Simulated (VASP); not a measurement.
# LiZn (Fd-3m) in VASP: further runs

LiZn is run at these levels: LDA; tasks: single point.

Everything below comes from runs of VASP 6.6.1. Logs are shortened: lines on timing, memory, paths and dates and some standing lists are left out, and cuts for length are marked.

### 1 The cell of the first run

The structure is cubic, space group Fd-3m (No. 227). Conventional cell: a = 6.095 Å, b = 6.095 Å, c = 6.095 Å, α = 90.00°, β = 90.00°, γ = 90.00°. Li (site symmetry -43m) has 4 Li at 2.64 Å and 10 Zn at 2.64 to 3.05 Å within 3.5 Å. Zn (site symmetry -43m) has 10 Li at 2.64 to 3.05 Å and 4 Zn at 2.64 Å within 3.5 Å.

### 2 Single point, LDA (14.15 Å³/atom)

The input, INCAR:

```
PREC = Accurate
ENCUT = 520
EDIFF = 1E-6
ISMEAR = -1
SIGMA = 0.08
LREAL = F
LASPH = T
NELM = 60
ALGO = Normal
ISIF = 2
LWAVE = F
LCHARG = F
GGA = CA
NBANDS = 23
```

The input, KPOINTS:

```
Automatic mesh
0
Gamma
  9 9 9
```

The input, POSCAR:

```
LiZn
1.0
    0.0000000000      3.0474923842      3.0474923842
    3.0474923842      0.0000000000      3.0474923842
    3.0474923842      3.0474923842      0.0000000000
Li Zn
2 2
Direct
    0.5000000000      0.5000000000      0.5000000000
    0.7500000000      0.7500000000      0.7500000000
    0.0000000000      0.0000000000      0.0000000000
    0.2500000000      0.2500000000      0.2500000000
```

Potentials or basis: VASP PAW LDA potentials, release 64 (Li_sv, Zn).

Started as:

```sh
$ cat potpaw_LDA.64/Li_sv/POTCAR potpaw_LDA.64/Zn/POTCAR > POTCAR
$ mpirun -np 1 vasp_std > vasp.out
```

OUTCAR:

```text
PREC = Accurate
   ENCUT = 520
   EDIFF = 1E-6
   ISMEAR = -1
   LREAL = F
   LASPH = T
   NELM = 60
   ISIF = 2
   GGA = CA

 ion  position               nearest neighbor table
   1  0.500  0.500  0.500-   4 2.64   4 2.64   4 2.64   4 2.64
   2  0.750  0.750  0.750-   3 2.64   3 2.64   3 2.64   3 2.64
   3  0.000  0.000  0.000-   2 2.64   2 2.64   2 2.64   2 2.64   4 2.64   4 2.64   4 2.64   4 2.64

   4  0.250  0.250  0.250-   3 2.64   3 2.64   3 2.64   1 2.64   3 2.64   1 2.64   1 2.64   1 2.64

  LATTYP: Found a face centered cubic cell.
 ALAT       =     6.0949847684

  Lattice vectors:

 A1 = (   0.0000000000,   3.0474923842,   3.0474923842)
 A2 = (   3.0474923842,   0.0000000000,   3.0474923842)
 A3 = (   3.0474923842,   3.0474923842,   0.0000000000)

Analysis of symmetry for initial positions (statically):
=====================================================================
 Subroutine PRICEL returns:
 Original cell was already a primitive cell.

 Routine SETGRP: Setting up the symmetry group for a
 face centered cubic supercell.

 Subroutine GETGRP returns: Found 48 space group operations
 (whereof 24 operations were pure point group operations)
 out of a pool of 48 trial point group operations.

The static configuration has the point symmetry T_d .
 The point group associated with its full space group is O_h .

Analysis of symmetry for dynamics (positions and initial velocities):
=====================================================================
 Subroutine PRICEL returns:
 Original cell was already a primitive cell.

 Routine SETGRP: Setting up the symmetry group for a
 face centered cubic supercell.

 Subroutine GETGRP returns: Found 48 space group operations
 (whereof 24 operations were pure point group operations)
 out of a pool of 48 trial point group operations.

The dynamic configuration has the point symmetry T_d .
 The point group associated with its full space group is O_h .

 Subroutine INISYM returns: Found 48 space group operations
 (whereof 24 operations are pure point group operations),
 and found     1 'primitive' translations

----------------------------------------------------------------------------------------

                                     Primitive cell

  volume of cell :      56.6054

  direct lattice vectors                    reciprocal lattice vectors
     0.000000000  3.047492384  3.047492384    -0.164069319  0.164069319  0.164069319
     3.047492384  0.000000000  3.047492384     0.164069319 -0.164069319  0.164069319
     3.047492384  3.047492384  0.000000000     0.164069319  0.164069319 -0.164069319

  length of vectors
     4.309805061  4.309805061  4.309805061     0.284176396  0.284176396  0.284176396

  position of ions in fractional coordinates (direct lattice)
     0.500000000  0.500000000  0.500000000
     0.750000000  0.750000000  0.750000000
     0.000000000  0.000000000  0.000000000
     0.250000000  0.250000000  0.250000000

  ion indices of the primitive-cell ions
   primitive index   ion index
                 1           1
                 2           2
                 3           3
                 4           4

----------------------------------------------------------------------------------------

 KPOINTS: Automatic mesh

Automatic generation of k-mesh.
 Grid dimensions read from file:
 generate k-points for:    9    9    9

 Generating k-lattice:

  Cartesian coordinates                     Fractional coordinates (reciprocal lattice)
    -0.018229924  0.018229924  0.018229924     0.111111111  0.000000000  0.000000000
     0.018229924 -0.018229924  0.018229924     0.000000000  0.111111111  0.000000000
     0.018229924  0.018229924 -0.018229924     0.000000000  0.000000000  0.111111111

  Length of vectors
     0.031575155  0.031575155  0.031575155

  Shift w.r.t. Gamma in fractional coordinates (k-lattice)
     0.000000000  0.000000000  0.000000000

 Subroutine IBZKPT returns following result:
 ===========================================

 Found     35 irreducible k-points:

 Following reciprocal coordinates:
            Coordinates               Weight
  0.000000  0.000000  0.000000      1.000000
  0.111111  0.000000  0.000000      8.000000
  0.222222  0.000000  0.000000      8.000000
  0.333333  0.000000  0.000000      8.000000
  0.444444  0.000000  0.000000      8.000000
  0.111111  0.111111  0.000000      6.000000
[... 16 lines left out ...]
 -0.333333  0.333333  0.000000     12.000000
  0.444444  0.444444  0.000000      6.000000
 [... further k-points ...]
   k-points           NKPTS =     35   k-points in BZ     NKDIM =     35   number of bands    NBANDS=     23
   number of dos      NEDOS =    301   number of ions     NIONS =      4
   total plane-waves  NPLWV =  32768
   dimension x,y,z NGX =    32 NGY =   32 NGZ =   32
   dimension x,y,z NGXF=    64 NGYF=   64 NGZF=   64
   ions per type =               2   2
   NGX,Y,Z   is equivalent  to a cutoff of  12.34, 12.34, 12.34 a.u.
   NGXF,Y,Z  is equivalent  to a cutoff of  24.69, 24.69, 24.69 a.u.
 SYSTEM =  unknown system
   PREC   = accura    normal or accurate (medium, high low for compatibility)
   ISTART =      0    job   : 0-new  1-cont  2-samecut
   ICHARG =      2    charge: 1-file 2-atom 10-const
   ISPIN  =      1    spin polarized calculation?
   LNONCOLLINEAR =      F non collinear calculations
   LSORBIT =      F    spin-orbit coupling
   LASPH  =      T    aspherical Exc in radial PAW
   ENCUT  =  520.0 eV  38.22 Ry    6.18 a.u.   8.01  8.01  8.01*2*pi/ulx,y,z
   NELM   =     60;   NELMIN=  2; NELMDL= -5     # of ELM steps
   EDIFF  = 0.1E-05   stopping-criterion for ELM
   LREAL  =      F    real-space projection
[... 7 lines left out ...]
   TEBEG  =    0.0;   TEEND  =   0.0 temperature during run
   PSTRESS=    0.0 pullay stress
   NELECT =      30.0000    total number of electrons
   NUPDOWN=      -1.0000    fix difference up-down
   EMIN   =  10.00;   EMAX   =-10.00  energy-range for DOS
   EFERMI =   0.00;   METHOD = LEGACY
   ISMEAR =    -1;   SIGMA  =   0.08  broadening in eV -4-tet -1-fermi 0-gaus
   EFERMI_NEDOS =   21; number of points for ismear=-14 and -15
   IALGO  =     38    algorithm
   IMIX   =      4    mixing-type and parameters
     AMIX     =   0.40;   BMIX     =  1.00
     AMIX_MAG =   1.60;   BMIX_MAG =  1.00
  volume/ion in A,a.u.               =      14.15        95.50
  Fermi-wavevector in a.u.,A,eV,Ry     =   1.324838  2.503580 23.880871  1.755194
  Thomas-Fermi vector in A             =   2.454343
   LORBIT       =      0    0 simple, 1 ext, 2 COOP (PROOUT), +10 PAW based schemes
   GGA     = CA    functional components
   LHFCALC =     F    Hartree Fock is set to
   AEXX    =    0.0000 exact exchange contribution
   IVDW    =     0    specifies the selected vdW correction
   LEPSILON=     F    determine dielectric tensor
   LRPA    =     F    only Hartree local field effects (RPA)
 non-spin polarized calculation
  energy-cutoff  :      520.00
  volume of cell :       56.61
 maximum number of plane-waves:      1544
   NGX = 17   NGY = 17   NGZ = 17

 number of electron      30.0000018 magnetization

 Free energy of the ion-electron system (eV)
  ---------------------------------------------------
  ext. energy  EPLUGINS =         0.00000000
  ---------------------------------------------------
  free energy    TOTEN  =        -8.77037382 eV

  energy without entropy =       -8.74832949  energy(sigma->0) =       -8.75935165

 E-fermi :   2.1292     XC(G=0): -10.2556

 val. band max:        2.0991115995   @ k =   0.3333   0.2222   0.1111
 cond. band min:       2.1359644347   @ k =   0.4444   0.2222   0.0000
 fundamental gap:      0.0368528352
 Fermi energy:         2.1291795723

 k-point     1 :       0.0000    0.0000    0.0000
  band No.  band energies     occupation
      1     -42.8334      2.00000
      2     -42.7666      2.00000
      3      -5.6528      2.00000
      4      -5.3046      2.00000
      5      -5.3046      2.00000
      6      -5.3046      2.00000
[... 15 lines left out ...]
     22       8.3442      0.00000
     23       8.3442      0.00000

 k-point     2 :       0.1111    0.0000    0.0000
  band No.  band energies     occupation
      1     -42.8319      2.00000
      2     -42.7681      2.00000
      3      -5.5523      2.00000
      4      -5.3367      2.00000
      5      -5.3367      2.00000
      6      -5.2989      2.00000
[... 15 lines left out ...]
     22       8.2513      0.00000
     23       8.9904      0.00000

 k-point     3 :       0.2222    0.0000    0.0000
  band No.  band energies     occupation
      1     -42.8277      2.00000
      2     -42.7723      2.00000
      3      -5.3547      2.00000
      4      -5.3547      2.00000
      5      -5.3454      2.00000
      6      -5.2725      2.00000
[... 15 lines left out ...]
     22       8.8798      0.00000
     23      10.5985      0.00000

 k-point     4 :       0.3333    0.0000    0.0000
  band No.  band energies     occupation
      1     -42.8220      2.00000
      2     -42.7779      2.00000
      3      -5.3475      2.00000
      4      -5.3475      2.00000
      5      -5.2922      2.00000
      6      -5.2093      2.00000
[... 15 lines left out ...]
     22       9.9316      0.00000
     23      11.8981      0.00000

 k-point     5 :       0.4444    0.0000    0.0000
  band No.  band energies     occupation
      1     -42.8172      2.00000
      2     -42.7825      2.00000
      3      -5.3252      2.00000
      4      -5.3252      2.00000
      5      -5.2838      2.00000
      6      -5.2362      2.00000
[... 434 lines left out ...]
 k-point    22 :      -0.4444    0.3333    0.0000
  band No.  band energies     occupation
      1     -42.8061      2.00000
      2     -42.7934      2.00000
      3      -5.4031      2.00000
      4      -5.3316      2.00000
      5      -5.3073      2.00000
      6      -5.1844      2.00000
[... 15 lines left out ...]
     22      12.2904      0.00000
     23      13.1073      0.00000

 k-point    23 :      -0.3333    0.3333    0.0000
  band No.  band energies     occupation
      1     -42.8081      2.00000
      2     -42.7915      2.00000
      3      -5.4019      2.00000
      4      -5.3550      2.00000
      5      -5.2850      2.00000
      6      -5.1484      2.00000
[... 15 lines left out ...]
     22      11.4903      0.00000
     23      12.1030      0.00000

 k-point    24 :       0.4444    0.4444    0.0000
  band No.  band energies     occupation
      1     -42.8056      2.00000
      2     -42.7940      2.00000
      3      -5.3666      2.00000
      4      -5.3140      2.00000
      5      -5.3140      2.00000
      6      -5.2864      2.00000
[... 15 lines left out ...]
     22      13.6342      0.00000
     23      14.6879      0.00000

 [... further k-points ...]

------------------------ aborting loop because EDIFF is reached ----------------------------------------

  FORCE on cell =-STRESS in cart. coord.  units (eV):
  Direction    XX          YY          ZZ          XY          YZ          ZX
  --------------------------------------------------------------------------------------
  -------------------------------------------------------------------------------------
  Total       -1.2080905     -1.2080905     -1.2080905      0.0000000      0.0000000     -0.0000000
  in kB      -34.1941787    -34.1941787    -34.1941787      0.0000000      0.0000000     -0.0000000
  external PRESSURE =     -34.1941787 kB  Pullay stress =       0.0000000 kB

 VOLUME and BASIS-vectors are now :
 -----------------------------------------------------------------------------
  energy-cutoff  :      520.00
  volume of cell :       56.61
      direct lattice vectors                 reciprocal lattice vectors
     0.000000000  3.047492384  3.047492384    -0.164069319  0.164069319  0.164069319
     3.047492384  0.000000000  3.047492384     0.164069319 -0.164069319  0.164069319
     3.047492384  3.047492384  0.000000000     0.164069319  0.164069319 -0.164069319

 POSITION                                       TOTAL-FORCE (eV/Angst)
 -----------------------------------------------------------------------------------
      3.04749      3.04749      3.04749        -0.000000     -0.000000     -0.000000
      4.57124      4.57124      4.57124         0.000000      0.000000      0.000000
      0.00000      0.00000      0.00000         0.000000     -0.000000      0.000000
      1.52375      1.52375      1.52375        -0.000000      0.000000     -0.000000
 -----------------------------------------------------------------------------------
    total drift:                               -0.000000      0.000000      0.000000

  FREE ENERGIE OF THE ION-ELECTRON SYSTEM (eV)
  ---------------------------------------------------
  free  energy   TOTEN  =        -8.7703738198 eV

  energy  without entropy=       -8.7483294900  energy(sigma->0) =       -8.75935165
```

Run time: 49 s. Hardware: 1 thread of Intel Xeon 8259CL, shared host; peak memory 0.17 GiB.

What came out:

```yaml
Free_energy: -8.7704 eV
Band_gap_on_the_k_mesh: zero (bands 15 and 16 overlap by 4.67 eV)
```

Caveat: the cutoff is under 1.25 times the usual one of these potentials, so pressure, stress and relaxed cells hold a basis-set (Pulay) error.

### 3 Single point, LDA (14.75 Å³/atom)

This run uses another cell than the first one, of 14.75 Å³/atom.

The input, INCAR:

```
ALGO = Normal
EDIFF = 1E-6
ENCUT = 520
GGA = CA
ISIF = 2
ISMEAR = -1
LASPH = T
LCHARG = F
LREAL = F
LWAVE = F
NBANDS = 23
NELM = 60
PREC = Accurate
SIGMA = 0.08
```

The input, KPOINTS:

```
k-points
0
Gamma
  9 9 9
```

The input, POSCAR:

```
LiZn
1.0
    0.0000000000      3.0901201762      3.0901201762
    3.0901201762      0.0000000000      3.0901201762
    3.0901201762      3.0901201762      0.0000000000
Li Zn
2 2
Direct
    0.5000000000      0.5000000000      0.5000000000
    0.7500000000      0.7500000000      0.7500000000
    0.0000000000      0.0000000000      0.0000000000
    0.2500000000      0.2500000000      0.2500000000
```

Potentials or basis: VASP PAW LDA potentials, release 64 (Li_sv, Zn).

Started as:

```sh
$ cat potpaw_LDA.64/Li_sv/POTCAR potpaw_LDA.64/Zn/POTCAR > POTCAR
$ mpirun -np 1 vasp_std > vasp.out
```

It took 74 s on 1 thread of Intel Xeon 8259CL, shared host; peak memory 0.19 GiB.

Results (log left out):

```
Free energy            : -8.7077 eV
Band gap on the k mesh : zero (bands 15 and 16 overlap by 4.53 eV)
```

Levels at points of the mesh, in eV from the Fermi level:
```tsv
k point	band 11	band 12	band 13	band 14	band 15	band 16	band 17	band 18	band 19	band 20
(0.00, 0.00, 0.00)	-6.97	-6.79	-6.79	3.43	3.43	3.43	3.55	3.55	3.55	4.85
```

Caveat: the cutoff is under 1.25 times the usual one of these potentials, so pressure, stress and relaxed cells hold a basis-set (Pulay) error.

(Continued in part 2 of 2.)
